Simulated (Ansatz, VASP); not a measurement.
**K: VASP beside Ansatz**

```
K
1.0
    -2.60620    2.60620    2.60620
     2.60620   -2.60620    2.60620
     2.60620    2.60620   -2.60620
K
1
Direct
  0.00000 0.00000 0.00000
```

Alike in both runs: functional PBEsol; k mesh 12 × 12 × 12; occupations gaussian, width 0.1 eV; no spin polarisation.

Ansatz relaxed the structure, and its values are those at the end. VASP's run is a single point on that final structure, the one shown.

|  | VASP | Ansatz |
| --- | --- | --- |
| version | VASP 6.6.1 | Ansatz 0.2.0 |
| potentials or method | VASP PAW PBE potentials, release 64 (K_sv), cutoff 520 eV | scalar-relativistic, plane waves, PAW |
| valence electrons in the cell | 9 | 9 |

|  | VASP | Ansatz | Ansatz less VASP |
| --- | --- | --- | --- |
| gap on the k mesh at the Fermi level (eV) | none | none | - |
| pressure (GPa) | 0.0 | 0.0 | +0.01 |

VASP's potentials were made for PBE, not for PBEsol. A gap of «none» marks a metal or a gap that the smearing closes.
